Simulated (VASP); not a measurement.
**ZnS: single point with PBE+D3(BJ)**

ZnS:

```
CELL_PARAMETERS angstrom
0.00000 2.62794 2.62794
2.62794 0.00000 2.62794
2.62794 2.62794 0.00000
ATOMIC_POSITIONS crystal
Zn 0.75000 0.75000 0.75000
S 0.00000 0.00000 0.00000
```

This cell differs from its parent crystal: volume scaled by 0.92.

```json
{
 "Program": "VASP 6.6.1",
 "Task": "single point",
 "Functional": "PBE",
 "Dispersion": "D3(BJ)",
 "Potentials or basis": "VASP PAW PBE potentials, release 64 (Zn, S)",
 "Cutoff": "520 eV",
 "k mesh": "9 × 9 × 9",
 "Occupations": "gaussian, width 0.025 eV",
 "Spin": "collinear spin, ferromagnetic start",
 "Starting moments": "[0.5, 0.0] μB"
}
```

| Item | Value |
| --- | --- |
| Pressure | 6.2 GPa |
| Band gap on the k mesh | 2.49 eV, direct |
| Net moment | 0.00 μB per cell |
| Valence electrons inside the program's atomic spheres | Zn 10.91; S 3.79 |
| Dispersion energy per atom | -0.338 eV |

Levels at points of the mesh, in eV from the valence-band top:
Spin up:
| k point | band 6 | band 7 | band 8 | band 9 | band 10 | band 11 | band 12 | band 13 |
| --- | --- | --- | --- | --- | --- | --- | --- | --- |
| (0.00, 0.00, 0.00) | -6.11 | 0.00 | 0.00 | 0.00 | 2.49 | 6.32 | 6.32 | 6.32 |
Spin down:
```
           k point  band 7  band 8  band 9  band 10  band 11  band 12
(0.00, 0.00, 0.00)    0.00    0.00    0.00     2.49     6.32     6.32
```

Run time: 24 s on 1 thread of Intel(R) Xeon(R) 6975P-C (Granite Rapids) (shared host), peak memory 0.19 GiB.
